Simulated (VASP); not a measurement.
# Te2Mo (P6_3/mmc) in VASP: notebook

The runs below take Te2Mo through single point, relaxation of cell and atoms, with PBEsol.

All numbers are computed with VASP 6.6.1; they aren't measurements. Logs are shortened: lines on timing, memory, paths and dates and some standing lists are left out, and cuts for length are marked.

### Step 1. The cell of the first run

The structure is hexagonal, space group P6_3/mmc (No. 194). Conventional cell: a = 3.495 Å, b = 3.495 Å, c = 13.997 Å, α = 90.00°, β = 90.00°, γ = 120.00°. Mo (site symmetry -6m2) has 6 Te at 2.71 Å and 6 Mo at 3.49 Å within 3.6 Å. Within 3.7 Å of Te (site symmetry 3m) lie 3 Mo at 2.71 Å and 7 Te at 3.49 to 3.61 Å.

### Step 2. Single point, PBEsol

INCAR

```
ALGO     = Normal         # electronic algorithm
EDIFF    = 1E-7           # SCF threshold, eV
ENCUT    = 520            # plane-wave cutoff, eV
GGA      = PS             # functional
ISIF     = 2              # what is computed and relaxed
ISMEAR   = -1             # smearing method
LASPH    = True           # aspherical terms in the spheres
LCHARG   = True           # write CHGCAR
LELF     = True           # ELF
LREAL    = False          # projectors in reciprocal space
LVHAR    = True         
LWAVE    = False          # write WAVECAR
NBANDS   = 35             # bands
NELM     = 100            # most SCF steps
PREC     = Accurate       # precision mode
SIGMA    = 0.03           # smearing width, eV
```

KPOINTS

```
k-points
0
Gamma
  6 6 2
```

POSCAR

```
Te2Mo
1.0
    3.4945838004      0.0000000000      0.0000000000
   -1.7472919002      3.0263983468      0.0000000000
    0.0000000000      0.0000000000     13.9974021669
Mo Te
2 4
Direct
    0.3333333333      0.6666666667      0.2500000000
    0.6666666667      0.3333333333      0.7500000000
    0.6666666667      0.3333333333      0.3789853567
    0.6666666667      0.3333333333      0.1210146433
    0.3333333333      0.6666666667      0.8789853567
    0.3333333333      0.6666666667      0.6210146433
```

Potentials or basis: VASP PAW PBE potentials, release 64 (Mo_sv, Te).

On the command line:

```bash
$ cat potpaw_PBE.64/Mo_sv/POTCAR potpaw_PBE.64/Te/POTCAR > POTCAR
$ mpirun -np 1 vasp_std > vasp.out
```

OUTCAR:

```text
EDIFF = 1E-7
   ENCUT = 520
   GGA = PS
   ISIF = 2
   ISMEAR = -1
   LASPH = True
   LREAL = False
   NELM = 100
   PREC = Accurate

 ion  position               nearest neighbor table
   1  0.333  0.667  0.250-   3 2.71   4 2.71   3 2.71   4 2.71   3 2.71   4 2.71
   2  0.667  0.333  0.750-   5 2.71   6 2.71   5 2.71   6 2.71   5 2.71   6 2.71
   3  0.667  0.333  0.379-   1 2.71   1 2.71   1 2.71   4 3.61
   4  0.667  0.333  0.121-   1 2.71   1 2.71   1 2.71   3 3.61
   5  0.333  0.667  0.879-   2 2.71   2 2.71   2 2.71   6 3.61
   6  0.333  0.667  0.621-   2 2.71   2 2.71   2 2.71   5 3.61

  LATTYP: Found a hexagonal cell.
 ALAT       =     3.4945838004
 C/A-ratio  =     4.0054561477

  Lattice vectors:

 A1 = (   3.4945838004,   0.0000000000,   0.0000000000)
 A2 = (  -1.7472919002,   3.0263983468,   0.0000000000)
 A3 = (   0.0000000000,   0.0000000000,  13.9974021669)

Analysis of symmetry for initial positions (statically):
=====================================================================
 Subroutine PRICEL returns:
 Original cell was already a primitive cell.

 Routine SETGRP: Setting up the symmetry group for a
 hexagonal supercell.

 Subroutine GETGRP returns: Found 24 space group operations
 (whereof 12 operations were pure point group operations)
 out of a pool of 24 trial point group operations.

The static configuration has the point symmetry D_3d.
 The point group associated with its full space group is D_6h.

Analysis of symmetry for dynamics (positions and initial velocities):
=====================================================================
 Subroutine PRICEL returns:
 Original cell was already a primitive cell.

 Routine SETGRP: Setting up the symmetry group for a
 hexagonal supercell.

 Subroutine GETGRP returns: Found 24 space group operations
 (whereof 12 operations were pure point group operations)
 out of a pool of 24 trial point group operations.

The dynamic configuration has the point symmetry D_3d.
 The point group associated with its full space group is D_6h.

 Subroutine INISYM returns: Found 24 space group operations
 (whereof 12 operations are pure point group operations),
 and found     1 'primitive' translations

----------------------------------------------------------------------------------------

                                     Primitive cell

  volume of cell :     148.0366

  direct lattice vectors                    reciprocal lattice vectors
     3.494583800  0.000000000  0.000000000     0.286157110  0.165212884  0.000000000
    -1.747291900  3.026398347  0.000000000     0.000000000  0.330425769  0.000000000
     0.000000000  0.000000000 13.997402167     0.000000000  0.000000000  0.071441828

  length of vectors
     3.494583800  3.494583800 13.997402167     0.330425769  0.330425769  0.071441828

  position of ions in fractional coordinates (direct lattice)
     0.333333333  0.666666667  0.250000000
     0.666666667  0.333333333  0.750000000
     0.666666667  0.333333333  0.378985357
     0.666666667  0.333333333  0.121014643
     0.333333333  0.666666667  0.878985357
     0.333333333  0.666666667  0.621014643

  ion indices of the primitive-cell ions
   primitive index   ion index
                 1           1
                 2           2
                 3           3
                 4           4
                 5           5
                 6           6

----------------------------------------------------------------------------------------

 KPOINTS: k-points

Automatic generation of k-mesh.
 Grid dimensions read from file:
 generate k-points for:    6    6    2

 Generating k-lattice:

  Cartesian coordinates                     Fractional coordinates (reciprocal lattice)
     0.047692852  0.027535481  0.000000000     0.166666667 -0.000000000  0.000000000
     0.000000000  0.055070961  0.000000000     0.000000000  0.166666667  0.000000000
     0.000000000  0.000000000  0.035720914     0.000000000  0.000000000  0.500000000

  Length of vectors
     0.055070961  0.055070961  0.035720914

  Shift w.r.t. Gamma in fractional coordinates (k-lattice)
     0.000000000  0.000000000  0.000000000

 Subroutine IBZKPT returns following result:
 ===========================================

 Found     14 irreducible k-points:

 Following reciprocal coordinates:
            Coordinates               Weight
  0.000000  0.000000  0.000000      1.000000
  0.166667  0.000000  0.000000      6.000000
  0.333333 -0.000000  0.000000      6.000000
  0.500000  0.000000  0.000000      3.000000
  0.166667  0.166667  0.000000      6.000000
  0.333333  0.166667  0.000000     12.000000
  0.333333  0.333333  0.000000      2.000000
  0.000000  0.000000  0.500000      1.000000
  0.166667  0.000000  0.500000      6.000000
  0.333333 -0.000000  0.500000      6.000000
  0.500000  0.000000  0.500000      3.000000
  0.166667  0.166667  0.500000      6.000000
  0.333333  0.166667  0.500000     12.000000
  0.333333  0.333333  0.500000      2.000000
   k-points           NKPTS =     14   k-points in BZ     NKDIM =     14   number of bands    NBANDS=     35
   number of dos      NEDOS =    301   number of ions     NIONS =      6
   total plane-waves  NPLWV =  84672
   dimension x,y,z NGX =    28 NGY =   28 NGZ =  108
   dimension x,y,z NGXF=    56 NGYF=   56 NGZF=  216
   ions per type =               2   4
   NGX,Y,Z   is equivalent  to a cutoff of  13.32, 13.32, 12.83 a.u.
   NGXF,Y,Z  is equivalent  to a cutoff of  26.64, 26.64, 25.65 a.u.
 SYSTEM =  unknown system
   PREC   = accura    normal or accurate (medium, high low for compatibility)
   ISTART =      0    job   : 0-new  1-cont  2-samecut
   ICHARG =      2    charge: 1-file 2-atom 10-const
   ISPIN  =      1    spin polarized calculation?
   LNONCOLLINEAR =      F non collinear calculations
   LSORBIT =      F    spin-orbit coupling
   LASPH  =      T    aspherical Exc in radial PAW
   ENCUT  =  520.0 eV  38.22 Ry    6.18 a.u.   6.50  6.50 26.03*2*pi/ulx,y,z
   NELM   =    100;   NELMIN=  2; NELMDL= -5     # of ELM steps
   EDIFF  = 0.1E-06   stopping-criterion for ELM
   LREAL  =      F    real-space projection
   EDIFFG = 0.1E-05   stopping-criterion for IOM
   NSW    =      0    number of steps for IOM
   IBRION =     -1    ionic relax: 0-MD 1-quasi-New 2-CG
   NFREE  =      0    steps in history (QN), initial steepest desc. (CG)
   ISIF   =      2    stress and relaxation
   ISYM   =      2    0-nonsym 1-usesym 2-fastsym
   POTIM  = 0.5000    time-step for ionic-motion
   TEBEG  =    0.0;   TEEND  =   0.0 temperature during run
   PSTRESS=    0.0 pullay stress
   NELECT =      52.0000    total number of electrons
   NUPDOWN=      -1.0000    fix difference up-down
   EMIN   =  10.00;   EMAX   =-10.00  energy-range for DOS
   EFERMI =   0.00;   METHOD = LEGACY
   ISMEAR =    -1;   SIGMA  =   0.03  broadening in eV -4-tet -1-fermi 0-gaus
   EFERMI_NEDOS =   21; number of points for ismear=-14 and -15
   IALGO  =     38    algorithm
   IMIX   =      4    mixing-type and parameters
     AMIX     =   0.40;   BMIX     =  1.00
     AMIX_MAG =   1.60;   BMIX_MAG =  1.00
  volume/ion in A,a.u.               =      24.67       166.50
  Fermi-wavevector in a.u.,A,eV,Ry     =   1.155100  2.182823 18.153658  1.334256
  Thomas-Fermi vector in A             =   2.291731
   LORBIT       =      0    0 simple, 1 ext, 2 COOP (PROOUT), +10 PAW based schemes
   GGA     = PS    functional components
   LHFCALC =     F    Hartree Fock is set to
   AEXX    =    0.0000 exact exchange contribution
   IVDW    =     0    specifies the selected vdW correction
   LEPSILON=     F    determine dielectric tensor
   LRPA    =     F    only Hartree local field effects (RPA)
 non-spin polarized calculation
  energy-cutoff  :      520.00
  volume of cell :      148.04
 maximum number of plane-waves:      4036
 NGX is ok and might be reduce to    28
   NGX = 13   NGY = 13   NGZ = 53

 number of electron      51.9999995 magnetization

 Free energy of the ion-electron system (eV)
  ---------------------------------------------------
  ext. energy  EPLUGINS =         0.00000000
  ---------------------------------------------------
  free energy    TOTEN  =       -39.39449086 eV

  energy without entropy =      -39.39449079  energy(sigma->0) =      -39.39449082

 E-fermi :   8.5243     XC(G=0): -10.6360

 val. band max:        8.1258695090   @ k =   0.0000   0.0000   0.0000
 cond. band min:       8.9603342715   @ k =   0.1667   0.1667   0.0000
 fundamental gap:      0.8344647625
 Fermi energy:         8.5242937901

 k-point     1 :       0.0000    0.0000    0.0000
  band No.  band energies     occupation
      1     -52.5474      2.00000
      2     -52.5474      2.00000
      3     -26.7612      2.00000
      4     -26.7611      2.00000
      5     -26.6079      2.00000
      6     -26.6079      2.00000
[... 27 lines left out ...]
     34      11.6449      0.00000
     35      13.8864      0.00000

 k-point     2 :       0.1667    0.0000    0.0000
  band No.  band energies     occupation
      1     -52.5447      2.00000
      2     -52.5447      2.00000
      3     -26.7532      2.00000
      4     -26.7532      2.00000
      5     -26.6437      2.00000
      6     -26.6437      2.00000
[... 27 lines left out ...]
     34      11.6417      0.00000
     35      14.5183      0.00000

 k-point     3 :       0.3333   -0.0000    0.0000
  band No.  band energies     occupation
      1     -52.5392      2.00000
      2     -52.5392      2.00000
      3     -26.7373      2.00000
      4     -26.7373      2.00000
      5     -26.7146      2.00000
      6     -26.7146      2.00000
[... 27 lines left out ...]
     34      11.9965      0.00000
     35      13.1622      0.00000

 k-point     4 :       0.5000    0.0000    0.0000
  band No.  band energies     occupation
      1     -52.5365      2.00000
      2     -52.5365      2.00000
      3     -26.7496      2.00000
      4     -26.7496      2.00000
      5     -26.7293      2.00000
      6     -26.7293      2.00000
[... 27 lines left out ...]
     34      12.0827      0.00000
     35      12.1510      0.00000

 k-point     5 :       0.1667    0.1667    0.0000
  band No.  band energies     occupation
      1     -52.5406      2.00000
      2     -52.5406      2.00000
      3     -26.7413      2.00000
      4     -26.7413      2.00000
      5     -26.6903      2.00000
      6     -26.6903      2.00000
[... 258 lines left out ...]
 k-point    12 :       0.1667    0.1667    0.5000
  band No.  band energies     occupation
      1     -52.5406      2.00000
      2     -52.5406      2.00000
      3     -26.7413      2.00000
      4     -26.7413      2.00000
      5     -26.6903      2.00000
      6     -26.6903      2.00000
[... 27 lines left out ...]
     34      11.6247      0.00000
     35      14.8069      0.00000

 k-point    13 :       0.3333    0.1667    0.5000
  band No.  band energies     occupation
      1     -52.5365      2.00000
      2     -52.5365      2.00000
      3     -26.7319      2.00000
      4     -26.7319      2.00000
      5     -26.7293      2.00000
      6     -26.7293      2.00000
[... 27 lines left out ...]
     34      11.6882      0.00000
     35      13.1455      0.00000

 k-point    14 :       0.3333    0.3333    0.5000
  band No.  band energies     occupation
      1     -52.5351      2.00000
      2     -52.5351      2.00000
      3     -26.7253      2.00000
      4     -26.7253      2.00000
      5     -26.7156      2.00000
      6     -26.7156      2.00000
[... 27 lines left out ...]
     34      11.8331      0.00000
     35      13.1281      0.00000

------------------------ aborting loop because EDIFF is reached ----------------------------------------

  FORCE on cell =-STRESS in cart. coord.  units (eV):
  Direction    XX          YY          ZZ          XY          YZ          ZX
  --------------------------------------------------------------------------------------
  -------------------------------------------------------------------------------------
  Total        0.0620755      0.0620755      0.1532521     -0.0000000      0.0000000      0.0000000
  in kB        0.6718335      0.6718335      1.6586247     -0.0000000      0.0000000      0.0000000
  external PRESSURE =       1.0007639 kB  Pullay stress =       0.0000000 kB

 VOLUME and BASIS-vectors are now :
 -----------------------------------------------------------------------------
  energy-cutoff  :      520.00
  volume of cell :      148.04
      direct lattice vectors                 reciprocal lattice vectors
     3.494583800  0.000000000  0.000000000     0.286157110  0.165212884  0.000000000
    -1.747291900  3.026398347  0.000000000     0.000000000  0.330425769  0.000000000
     0.000000000  0.000000000 13.997402167     0.000000000  0.000000000  0.071441828

 POSITION                                       TOTAL-FORCE (eV/Angst)
 -----------------------------------------------------------------------------------
     -0.00000      2.01760      3.49935         0.000000      0.000000      0.000000
      1.74729      1.00880     10.49805        -0.000000     -0.000000      0.000000
      1.74729      1.00880      5.30481        -0.000000      0.000000      0.026774
      1.74729      1.00880      1.69389        -0.000000     -0.000000     -0.026774
     -0.00000      2.01760     12.30351        -0.000000      0.000000      0.026774
     -0.00000      2.01760      8.69259        -0.000000      0.000000     -0.026774
 -----------------------------------------------------------------------------------
    total drift:                               -0.000000      0.000000     -0.000000

  FREE ENERGIE OF THE ION-ELECTRON SYSTEM (eV)
  ---------------------------------------------------
  free  energy   TOTEN  =       -39.3944908614 eV

  energy  without entropy=      -39.3944907870  energy(sigma->0) =      -39.39449082
```

It took 82 s on 1 thread of Intel Xeon Platinum 8488C (Sapphire Rapids), shared host; peak memory 0.3 GiB.

Results:

* Free energy: -39.3945 eV
* Pressure: 0.1 GPa
* Largest force: 0.027 eV/Å
* Band gap on the k mesh: 0.83 eV (least direct gap 1.08 eV)

Forces on the atoms (eV/Å):
```
Mo   0.000  0.000  0.000
Mo   0.000  0.000  0.000
Te   0.000  0.000  0.027
Te   0.000  0.000 -0.027
Te   0.000  0.000  0.027
Te   0.000  0.000 -0.027
```

Levels at points of the mesh, in eV from the valence-band top:
```
           k point  band 24  band 25  band 26  band 27  band 28  band 29
(0.00, 0.00, 0.00)    -0.96    -0.35     0.00     3.03     3.03     3.16
(0.50, 0.00, 0.00)    -0.96    -0.51    -0.22     1.36     1.41     1.51
(0.00, 0.00, 0.50)    -0.98    -0.09    -0.09     3.07     3.07     3.07
(0.50, 0.00, 0.50)    -0.96    -0.37    -0.37     1.38     1.38     1.71
```

Caveat: the PAW data sets were made with another functional, which shifts forces and pressure a little; spin-orbit coupling is left out, which moves the levels of the heavy elements; this functional lacks dispersion, which binds layers or chains, so the pressure and a relaxed spacing across them are unreliable. A k mesh can miss the band edges.

(Part 1 of 2 ends here.)
